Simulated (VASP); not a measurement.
Runs of VASP 6.6.1 on BiC. The structure is that of space group Pm-3m (No. 221), or close to it. The cells are those of the table. 

```tsv
task	cell	k mesh	cutoff (eV)	gap on the mesh (eV)	pressure (GPa)	relaxed volume (Å³/atom)
single point	a = 3.402 Å, 2 atoms	6 × 6 × 6	520	none	-8.7	-
single point	a = 3.261 Å, 2 atoms	18 × 18 × 18	520	none	0.0	-
single point	a = 3.246 Å, 2 atoms	6 × 6 × 6	520	none	-0.3	-
relaxation of cell and atoms	relaxed from a = 3.246 Å, 2 atoms	18 × 18 × 18	600	-	0.0	17.34
relaxation of cell and atoms	relaxed from a = 3.402 Å, 2 atoms	6 × 6 × 6	600	-	-0.1	(a)
```

Alike in all rows: level PBE; potentials or basis VASP PAW PBE potentials, release 64 (Bi_d, C); no spin polarisation; smearing gaussian 0.1 eV.

Q: Fill in the values left out.

A: (a) 17.06.

Caveats: spin-orbit coupling is left out, which moves the levels of the heavy elements; the bands computed are all filled at some k points, so no gap is given (some runs).

A k mesh can miss the band edges, and the runs leave out spin-orbit coupling on Bi.

A gap of «none» marks levels without a gap at the run's occupations.
